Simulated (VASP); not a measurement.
# Si3N4 (P-43m) in VASP: notebook

Aim: see how the results for Si3N4 move with the level of theory and the settings. Levels: r2SCAN+D3(BJ), RPBE, LDA, revPBE. Tasks: single point, relaxation of cell and atoms.

All numbers are computed with VASP 6.6.1; they aren't measurements. Logs are shortened: lines on timing, memory, paths and dates and some standing lists are left out, and cuts for length are marked.

### 1 The cell of the first run

It takes space group P-43m (No. 215, cubic). The conventional cell has a = 4.088 Å, b = 4.088 Å, c = 4.088 Å, α = 90.00°, β = 90.00°, γ = 90.00°. Within 2.3 Å of Si (site symmetry -42m) lie 4 N at 1.75 Å. Within 2.3 Å of N (site symmetry 3m) lie 3 Si at 1.75 Å.

### 2 Single point, r2SCAN+D3(BJ)

Contents of POSCAR:

```
Si3N4
1.0
    4.0880388073      0.0000000000      0.0000000000
    0.0000000000      4.0880388073      0.0000000000
    0.0000000000      0.0000000000      4.0880388073
Si N
3 4
Direct
    0.0000000000      0.0000000000      0.5000000000
    0.5000000000      0.0000000000      0.0000000000
    0.0000000000      0.5000000000      0.0000000000
    0.2394936289      0.2394936289      0.7605063711
    0.7605063711      0.7605063711      0.7605063711
    0.2394936289      0.7605063711      0.2394936289
    0.7605063711      0.2394936289      0.2394936289
```

Contents of INCAR.step1:

```
PREC     = Accurate       # precision mode
ENCUT    = 520            # plane-wave cutoff, eV
ISMEAR   = -1             # smearing method
SIGMA    = 0.05           # smearing width, eV
LREAL    = F              # projectors in reciprocal space
LASPH    = T              # aspherical terms in the spheres
NELM     = 100            # most SCF steps
NBANDS   = 25             # bands
GGA      = PE             # functional
ALGO     = Normal         # electronic algorithm
EDIFF    = 1E-4           # SCF threshold, eV
LWAVE    = T              # write WAVECAR
LCHARG   = F              # write CHGCAR
```

Contents of INCAR.step2:

```
PREC     = Accurate       # precision mode
ENCUT    = 520            # plane-wave cutoff, eV
EDIFF    = 1E-6           # SCF threshold, eV
ISMEAR   = -1             # smearing method
SIGMA    = 0.05           # smearing width, eV
LREAL    = F              # projectors in reciprocal space
LASPH    = T              # aspherical terms in the spheres
NELM     = 100            # most SCF steps
ALGO     = Normal         # electronic algorithm
ISIF     = 2              # what is computed and relaxed
LWAVE    = F              # write WAVECAR
LCHARG   = F              # write CHGCAR
METAGGA  = R2SCAN         # meta-GGA
LMIXTAU  = T            
IVDW     = 12             # dispersion correction
VDW_S6   = 1.0          
VDW_S8   = 0.78981345   
VDW_A1   = 0.49484001   
VDW_A2   = 5.73083694   
NBANDS   = 25             # bands
ISTART   = 1
```

Contents of KPOINTS:

```
regular mesh
0
Gamma
  7 7 7
```

Potentials or basis: VASP PAW PBE potentials, release 64 (Si, N).

Launch:

```sh
$ cat potpaw_PBE.64/Si/POTCAR potpaw_PBE.64/N/POTCAR > POTCAR
$ cp INCAR.step1 INCAR
$ mpirun -np 1 vasp_std > vasp.out
$ cp INCAR.step2 INCAR
$ mpirun -np 1 vasp_std > vasp.out
```

OUTCAR:

```text
PREC = Accurate
   ENCUT = 520
   EDIFF = 1E-6
   ISMEAR = -1
   LREAL = F
   LASPH = T
   NELM = 100
   ISIF = 2
   METAGGA = R2SCAN
   IVDW = 12
   ISTART = 1
 IVDW          = 12

 ion  position               nearest neighbor table
   1  0.000  0.000  0.500-   4 1.75   5 1.75   6 1.75   7 1.75   2 2.89   3 2.89   2 2.89   3 2.89
                             3 2.89   3 2.89   2 2.89   2 2.89
   2  0.500  0.000  0.000-   4 1.75   5 1.75   6 1.75   7 1.75   1 2.89   3 2.89   1 2.89   3 2.89
                             1 2.89   3 2.89   1 2.89   3 2.89
   3  0.000  0.500  0.000-   4 1.75   5 1.75   6 1.75   7 1.75   1 2.89   2 2.89   1 2.89   1 2.89
                             2 2.89   1 2.89   2 2.89   2 2.89
   4  0.239  0.239  0.761-   1 1.75   2 1.75   3 1.75
   5  0.761  0.761  0.761-   1 1.75   2 1.75   3 1.75
   6  0.239  0.761  0.239-   1 1.75   2 1.75   3 1.75
   7  0.761  0.239  0.239-   1 1.75   2 1.75   3 1.75

  LATTYP: Found a simple cubic cell.
 ALAT       =     4.0880388073

  Lattice vectors:

 A1 = (   4.0880388073,   0.0000000000,   0.0000000000)
 A2 = (   0.0000000000,   4.0880388073,   0.0000000000)
 A3 = (   0.0000000000,   0.0000000000,   4.0880388073)

Analysis of symmetry for initial positions (statically):
=====================================================================
 Subroutine PRICEL returns:
 Original cell was already a primitive cell.

 Routine SETGRP: Setting up the symmetry group for a
 simple cubic supercell.

 Subroutine GETGRP returns: Found 24 space group operations
 (whereof 24 operations were pure point group operations)
 out of a pool of 48 trial point group operations.

The static configuration has the point symmetry T_d .

Analysis of symmetry for dynamics (positions and initial velocities):
=====================================================================
 Subroutine PRICEL returns:
 Original cell was already a primitive cell.

 Routine SETGRP: Setting up the symmetry group for a
 simple cubic supercell.

 Subroutine GETGRP returns: Found 24 space group operations
 (whereof 24 operations were pure point group operations)
 out of a pool of 48 trial point group operations.

The dynamic configuration has the point symmetry T_d .

 Subroutine INISYM returns: Found 24 space group operations
 (whereof 24 operations are pure point group operations),
 and found     1 'primitive' translations

----------------------------------------------------------------------------------------

                                     Primitive cell

  volume of cell :      68.3196

  direct lattice vectors                    reciprocal lattice vectors
     4.088038807  0.000000000  0.000000000     0.244616073  0.000000000  0.000000000
     0.000000000  4.088038807  0.000000000     0.000000000  0.244616073  0.000000000
     0.000000000  0.000000000  4.088038807     0.000000000  0.000000000  0.244616073

  length of vectors
     4.088038807  4.088038807  4.088038807     0.244616073  0.244616073  0.244616073

  position of ions in fractional coordinates (direct lattice)
     0.000000000  0.000000000  0.500000000
     0.500000000  0.000000000  0.000000000
     0.000000000  0.500000000  0.000000000
     0.239493629  0.239493629  0.760506371
     0.760506371  0.760506371  0.760506371
     0.239493629  0.760506371  0.239493629
     0.760506371  0.239493629  0.239493629

  ion indices of the primitive-cell ions
   primitive index   ion index
                 1           1
                 2           2
                 3           3
                 4           4
                 5           5
                 6           6
                 7           7

----------------------------------------------------------------------------------------

 KPOINTS: regular mesh

Automatic generation of k-mesh.
 Grid dimensions read from file:
 generate k-points for:    7    7    7

 Generating k-lattice:

  Cartesian coordinates                     Fractional coordinates (reciprocal lattice)
     0.034945153  0.000000000  0.000000000     0.142857143  0.000000000  0.000000000
     0.000000000  0.034945153  0.000000000     0.000000000  0.142857143  0.000000000
     0.000000000  0.000000000  0.034945153     0.000000000  0.000000000  0.142857143

  Length of vectors
     0.034945153  0.034945153  0.034945153

  Shift w.r.t. Gamma in fractional coordinates (k-lattice)
     0.000000000  0.000000000  0.000000000

 Subroutine IBZKPT returns following result:
 ===========================================

 Found     20 irreducible k-points:

 Following reciprocal coordinates:
            Coordinates               Weight
  0.000000  0.000000  0.000000      1.000000
  0.142857  0.000000  0.000000      6.000000
  0.285714  0.000000  0.000000      6.000000
  0.428571  0.000000  0.000000      6.000000
  0.142857  0.142857  0.000000     12.000000
  0.285714  0.142857  0.000000     24.000000
[... 12 lines left out ...]
  0.428571  0.428571  0.285714     24.000000
  0.428571  0.428571  0.428571      8.000000
   k-points           NKPTS =     20   k-points in BZ     NKDIM =     20   number of bands    NBANDS=     25
   number of dos      NEDOS =    301   number of ions     NIONS =      7
   total plane-waves  NPLWV =  27000
   dimension x,y,z NGX =    30 NGY =   30 NGZ =   30
   dimension x,y,z NGXF=    60 NGYF=   60 NGZF=   60
   ions per type =               3   4
   NGX,Y,Z   is equivalent  to a cutoff of  12.20, 12.20, 12.20 a.u.
   NGXF,Y,Z  is equivalent  to a cutoff of  24.40, 24.40, 24.40 a.u.
 SYSTEM =  unknown system
   PREC   = accura    normal or accurate (medium, high low for compatibility)
   ISTART =      1    job   : 0-new  1-cont  2-samecut
   ICHARG =      0    charge: 1-file 2-atom 10-const
   ISPIN  =      1    spin polarized calculation?
   LNONCOLLINEAR =      F non collinear calculations
   LSORBIT =      F    spin-orbit coupling
   LASPH  =      T    aspherical Exc in radial PAW
   ENCUT  =  520.0 eV  38.22 Ry    6.18 a.u.   7.60  7.60  7.60*2*pi/ulx,y,z
   NELM   =    100;   NELMIN=  2; NELMDL=  0     # of ELM steps
   EDIFF  = 0.1E-05   stopping-criterion for ELM
   LREAL  =      F    real-space projection
   EDIFFG = 0.1E-04   stopping-criterion for IOM
   NSW    =      0    number of steps for IOM
   IBRION =     -1    ionic relax: 0-MD 1-quasi-New 2-CG
   NFREE  =      0    steps in history (QN), initial steepest desc. (CG)
   ISIF   =      2    stress and relaxation
   ISYM   =      2    0-nonsym 1-usesym 2-fastsym
   POTIM  = 0.5000    time-step for ionic-motion
   TEBEG  =    0.0;   TEEND  =   0.0 temperature during run
   PSTRESS=    0.0 pullay stress
   NELECT =      32.0000    total number of electrons
   NUPDOWN=      -1.0000    fix difference up-down
   EMIN   =  10.00;   EMAX   =-10.00  energy-range for DOS
   EFERMI =   0.00;   METHOD = LEGACY
   ISMEAR =    -1;   SIGMA  =   0.05  broadening in eV -4-tet -1-fermi 0-gaus
   EFERMI_NEDOS =   21; number of points for ismear=-14 and -15
   IALGO  =     38    algorithm
   IMIX   =      4    mixing-type and parameters
     AMIX     =   0.40;   BMIX     =  1.00
     AMIX_MAG =   1.60;   BMIX_MAG =  1.00
  volume/ion in A,a.u.               =       9.76        65.86
  Fermi-wavevector in a.u.,A,eV,Ry     =   1.271383  2.402566 21.992666  1.616415
  Thomas-Fermi vector in A             =   2.404319
   LORBIT       =      0    0 simple, 1 ext, 2 COOP (PROOUT), +10 PAW based schemes
   METAGGA = R2SCAN    functional components
   LHFCALC =     F    Hartree Fock is set to
   AEXX    =    0.0000 exact exchange contribution
   IVDW    =    12    specifies the selected vdW correction
   LEPSILON=     F    determine dielectric tensor
   LRPA    =     F    only Hartree local field effects (RPA)
 non-spin polarized calculation
  energy-cutoff  :      520.00
  volume of cell :       68.32
 maximum number of plane-waves:      1850
   NGX = 15   NGY = 15   NGZ = 15

 number of electron      31.9999991 magnetization

 Free energy of the ion-electron system (eV)
  ---------------------------------------------------
  ext. energy  EPLUGINS =         0.00000000
  ---------------------------------------------------
  free energy    TOTEN  =       -70.26421444 eV

  energy without entropy =      -70.26421444  energy(sigma->0) =      -70.26421444

 E-fermi :   7.9710     XC(G=0): -11.8480

 val. band max:        6.8792334233   @ k =   0.4286   0.4286   0.4286
 cond. band min:      10.2137105465   @ k =   0.0000   0.0000   0.0000
 fundamental gap:      3.3344771231
 Fermi energy:         7.9710160513

 k-point     1 :       0.0000    0.0000    0.0000
  band No.  band energies     occupation
      1     -12.1895      2.00000
      2      -8.1786      2.00000
      3      -8.1786      2.00000
      4      -8.1786      2.00000
      5      -1.9937      2.00000
      6      -1.9937      2.00000
[... 17 lines left out ...]
     24      19.6169      0.00000
     25      19.6169      0.00000

 k-point     2 :       0.1429    0.0000    0.0000
  band No.  band energies     occupation
      1     -12.0707      2.00000
      2      -8.4810      2.00000
      3      -8.1615      2.00000
      4      -8.1615      2.00000
      5      -1.8903      2.00000
      6      -1.6585      2.00000
[... 17 lines left out ...]
     24      19.2795      0.00000
     25      19.7099      0.00000

 k-point     3 :       0.2857    0.0000    0.0000
  band No.  band energies     occupation
      1     -11.7342      2.00000
      2      -9.1775      2.00000
      3      -8.1224      2.00000
      4      -8.1224      2.00000
      5      -1.6144      2.00000
      6      -0.8407      2.00000
[... 17 lines left out ...]
     24      19.4011      0.00000
     25      19.6604      0.00000

 k-point     4 :       0.4286    0.0000    0.0000
  band No.  band energies     occupation
      1     -11.2998      2.00000
      2      -9.8628      2.00000
      3      -8.0904      2.00000
      4      -8.0904      2.00000
      5      -1.3167      2.00000
      6       0.1696      2.00000
[... 17 lines left out ...]
     24      18.6655      0.00000
     25      18.6655      0.00000
[... 365 lines left out ...]
 k-point    18 :       0.4286    0.2857    0.2857
  band No.  band energies     occupation
      1     -10.4683      2.00000
      2      -9.4372      2.00000
      3      -8.9096      2.00000
      4      -8.6299      2.00000
      5      -1.8625      2.00000
      6      -1.5159      2.00000
[... 17 lines left out ...]
     24      18.0657      0.00000
     25      18.5831      0.00000

 k-point    19 :       0.4286    0.4286    0.2857
  band No.  band energies     occupation
      1     -10.0692      2.00000
      2      -9.3443      2.00000
      3      -9.2530      2.00000
      4      -8.7165      2.00000
      5      -2.0001      2.00000
      6      -1.8501      2.00000
[... 17 lines left out ...]
     24      17.4060      0.00000
     25      18.3133      0.00000

 k-point    20 :       0.4286    0.4286    0.4286
  band No.  band energies     occupation
      1      -9.7074      2.00000
      2      -9.2680      2.00000
      3      -9.2680      2.00000
      4      -8.9744      2.00000
      5      -2.2902      2.00000
      6      -2.2902      2.00000
[... 17 lines left out ...]
     24      17.9152      0.00000
     25      17.9228      0.00000

------------------------ aborting loop because EDIFF is reached ----------------------------------------

 Edisp (eV)   -0.90312

 E8    (eV) :    -0.2416

  FORCE on cell =-STRESS in cart. coord.  units (eV):
  Direction    XX          YY          ZZ          XY          YZ          ZX
  --------------------------------------------------------------------------------------
  -------------------------------------------------------------------------------------
  Total      -0.02130    -0.02130    -0.02130     0.00000    -0.00000     0.00000
  in kB      -0.49947    -0.49947    -0.49947     0.00000    -0.00000     0.00000
  external pressure =       -0.50 kB  Pullay stress =        0.00 kB

 VOLUME and BASIS-vectors are now :
 -----------------------------------------------------------------------------
  energy-cutoff  :      520.00
  volume of cell :       68.32
      direct lattice vectors                 reciprocal lattice vectors
     4.088038807  0.000000000  0.000000000     0.244616073  0.000000000  0.000000000
     0.000000000  4.088038807  0.000000000     0.000000000  0.244616073  0.000000000
     0.000000000  0.000000000  4.088038807     0.000000000  0.000000000  0.244616073

 POSITION                                       TOTAL-FORCE (eV/Angst)
 -----------------------------------------------------------------------------------
      0.00000      0.00000      2.04402         0.000000     -0.000000     -0.000000
      2.04402      0.00000      0.00000         0.000000     -0.000000     -0.000000
      0.00000      2.04402      0.00000         0.000000     -0.000000     -0.000000
      0.97906      0.97906      3.10898        -0.006302     -0.006302      0.006302
      3.10898      3.10898      3.10898         0.006302      0.006302      0.006302
      0.97906      3.10898      0.97906        -0.006302      0.006302     -0.006302
      3.10898      0.97906      0.97906         0.006302     -0.006302     -0.006302
 -----------------------------------------------------------------------------------
    total drift:                                0.000000      0.000000      0.000000

  FREE ENERGIE OF THE ION-ELECTRON SYSTEM (eV)
  ---------------------------------------------------
  free  energy   TOTEN  =       -71.1673376638 eV

  energy  without entropy=      -71.1673376637  energy(sigma->0) =      -71.16733766
```

It took 47 s on 1 thread of Intel Xeon 6975P-C (Granite Rapids), shared host; peak memory 0.18 GiB.

What came out:

```yaml
Free_energy: -71.1673 eV
Pressure: 0.0 GPa
Largest_force: 0.011 eV/Å
Band_gap_on_the_k_mesh: 3.33 eV, indirect (least direct gap 3.52 eV)
Dispersion_energy_per_atom: -0.129 eV
```

Forces in eV/Å, atoms in the order of the input:
```
Si   0.000  0.000  0.000
Si   0.000  0.000  0.000
Si   0.000  0.000  0.000
N   -0.006 -0.006  0.006
N    0.006  0.006  0.006
N   -0.006  0.006 -0.006
N    0.006 -0.006 -0.006
```

Caveat: the PAW data sets were made with another functional, which shifts forces and pressure a little.

### 3 Relaxation of cell and atoms, RPBE

This run uses another cell than the first one, of 10.07 Å³/atom, 1.032 times its volume.

Contents of INCAR:

```
PREC = Accurate
ENCUT = 600
EDIFF = 1E-6
ISMEAR = -1
SIGMA = 0.05
LREAL = False
LASPH = True
NELM = 100
ALGO = Normal
ISIF = 3
LWAVE = False
LCHARG = False
GGA = RP
IBRION = 2
NSW = 60
EDIFFG = -0.01
```

KPOINTS is that of step 2.

Contents of POSCAR:

```
Si3N4
1.0
    4.1307800000      0.0000000000      0.0000000000
    0.0000000000      4.1307800000      0.0000000000
    0.0000000000      0.0000000000      4.1307800000
Si N
3 4
Direct
    0.0000000000      0.0000000000      0.5000000000
    0.5000000000      0.0000000000      0.0000000000
    0.0000000000      0.5000000000      0.0000000000
    0.2395200000      0.2395200000      0.7604800000
    0.7604800000      0.7604800000      0.7604800000
    0.2395200000      0.7604800000      0.2395200000
    0.7604800000      0.2395200000      0.2395200000
```

Potentials or basis: VASP PAW PBE potentials, release 64 (Si, N).

Launch:

```sh
$ cat potpaw_PBE.64/Si/POTCAR potpaw_PBE.64/N/POTCAR > POTCAR
$ mpirun -np 1 vasp_std > vasp.out
```

Wall time 39 s (1 thread of Intel Xeon 6975P-C (Granite Rapids), shared host); peak memory 0.21 GiB.

Results (log left out):

| Item | Value |
| --- | --- |
| Free energy | -52.9191 eV |
| Relaxed volume | 10.21 Å³/atom |
| Relaxed cell | a = 4.150 Å, b = 4.150 Å, c = 4.150 Å, α = 90.00°, β = 90.00°, γ = 90.00° |
| Space group after relaxing (to 0.05 Å) | P-43m (No. 215) |
| Energy gained by relaxing | 1.3 meV/atom |
| Ionic steps | 5 |
| Pressure after relaxing | 0.0 GPa |
| Band gap on the k mesh | 2.78 eV, indirect (least direct gap 2.96 eV) |

Step by step:
```csv
step,energy change (eV),largest force (eV/Å),pressure (GPa),volume (Å³)
1,0.0000,0.0814,3.13,70.48
2,0.0057,0.2285,-3.65,72.51
3,-0.0087,0.0572,0.07,71.36
4,-0.0091,0.0181,0.02,71.43
5,-0.0091,0.0002,0.00,71.46
```

Final structure:
```yaml
crystal:
  lattice:
    - [4.14983, 0.00000, 0.00000]
    - [0.00000, 4.14983, 0.00000]
    - [0.00000, 0.00000, 4.14983]
  atoms:
    - { symbol: Si, position: [0.00000, 0.00000, 0.50000] }
    - { symbol: Si, position: [0.50000, 0.00000, 0.00000] }
    - { symbol: Si, position: [0.00000, 0.50000, 0.00000] }
    - { symbol: N, position: [0.23927, 0.23927, 0.76073] }
    - { symbol: N, position: [0.76073, 0.76073, 0.76073] }
    - { symbol: N, position: [0.23927, 0.76073, 0.23927] }
    - { symbol: N, position: [0.76073, 0.23927, 0.23927] }
```

Levels at points of the mesh, in eV from the valence-band top:
```csv
k point,band 12,band 13,band 14,band 15,band 16,band 17,band 18,band 19,band 20
"(0.00, 0.00, 0.00)",-3.31,-3.31,-0.18,-0.18,-0.18,2.78,2.78,2.78,4.10
```

Caveat: the PAW data sets were made with another functional, which shifts forces and pressure a little.

[end of part 1 of 2]
